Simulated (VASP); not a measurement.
Set up this calculation in VASP 6.6.1, as the native input.

- Task: relaxation of the atoms
- Functional: PBE
- Potentials or basis: VASP PAW PBE potentials, release 64 (C, Cl, H)
- Cutoff: 520 eV
- k mesh: 1 × 1 × 1
- Occupations: fermi-dirac, width 0.02 eV
- Spin: no spin polarisation
- Dipole correction: no
- Further INCAR settings: LREAL = Auto; ALGO = Normal; EDIFF = 1e-06; IBRION = 2; EDIFFG = -0.3; NSW = 35

The structure of H3CCl lies in POSCAR:

```
H3CCl
1.0
    8.9528400000      0.0000000000      0.0000000000
    0.0000000000      8.9528400000      0.0000000000
    0.0000000000      0.0000000000      8.9528400000
C Cl H
6 6 18
Direct
    0.1538378000      0.5934641000      0.2701100000
    0.7775163000      0.2388970000      0.9007742000
    0.0367645000      0.4468442000      0.5394880000
    0.9107407000      0.9752650000      0.6931546000
    0.5568235000      0.9127464000      0.8391226000
    0.7866601000      0.5908268000      0.8369060000
    0.0420476000      0.4402233000      0.2115319000
    0.7211354000      0.2447340000      1.0910328000
    0.0802158000      0.3731787000      0.7186431000
    0.9665532000      0.9825748000      0.5027795000
    0.4694827000      0.9210351000      1.0172070000
    0.7383271000      0.5816485000      1.0292361000
    0.0810237000      0.6843915000      0.3047850000
    0.2234832000      0.5581227000      0.3632363000
    0.2235942000      0.6291560000      0.1772006000
    0.8455806000      0.3366990000      0.8768150000
    0.8420592000      0.1376588000      0.8818780000
    0.6784926000      0.2388562000      0.8303022000
    0.0031856000      0.5630116000      0.5517203000
    0.1353332000      0.4392618000      0.4687862000
   -0.0541070000      0.3821381000      0.4912437000
    0.8040208000      1.0321760000      0.7051562000
    0.8998319000      0.8589255000      0.7265930000
    0.9951247000      1.0303395000      0.7611118000
    0.6508971000      0.9896897000      0.8377390000
    0.5956237000      0.7992506000      0.8194941000
    0.4759743000      0.9443617000      0.7540585000
    0.7892988000      0.7073491000      0.8024440000
    0.8961192000      0.5403515000      0.8213188000
    0.7033518000      0.5302470000      0.7723937000
```

The input as run:

INCAR

```
SYSTEM = H3CCl
PREC     = Accurate       ! precision mode
ENCUT    = 520            ! plane-wave cutoff, eV
EDIFF    = 1E-6           ! SCF threshold, eV
ISMEAR   = -1             ! smearing method
SIGMA    = 0.02           ! smearing width, eV
LREAL    = Auto         
LASPH    = .TRUE.         ! aspherical terms in the spheres
NELM     = 100            ! most SCF steps
ALGO     = Normal         ! electronic algorithm
ISIF     = 2              ! what is computed and relaxed
LWAVE    = .FALSE.        ! write WAVECAR
LCHARG   = .FALSE.        ! write CHGCAR
GGA      = PE             ! functional
IBRION   = 2              ! ionic algorithm
NSW      = 35             ! ionic steps
EDIFFG   = -0.3           ! ionic threshold
```

KPOINTS

```
Automatic mesh
0
G
  1 1 1
  0 0 0
```

Potentials or basis: VASP PAW PBE potentials, release 64 (C, Cl, H).

Launch:

```console
$ cat potpaw_PBE.64/C/POTCAR potpaw_PBE.64/Cl/POTCAR potpaw_PBE.64/H/POTCAR > POTCAR
$ mpirun -np 1 vasp_gam > vasp.out
```

It gave:

- Energy gained by relaxing: 33.9 meV/atom
- Ionic steps: 24
- Pressure after relaxing: 0.5 GPa
- Largest force after relaxing: 0.198 eV/Å

Caveat: the k points lie up to 0.70 Å⁻¹ apart; the relaxation stopped at a loose force limit of 0.3 eV/Å, so its end isn't a converged minimum.

Run time: 20 min on 1 thread of Intel(R) Xeon(R) Platinum 8488C (Sapphire Rapids) (shared host), peak memory 0.73 GiB.
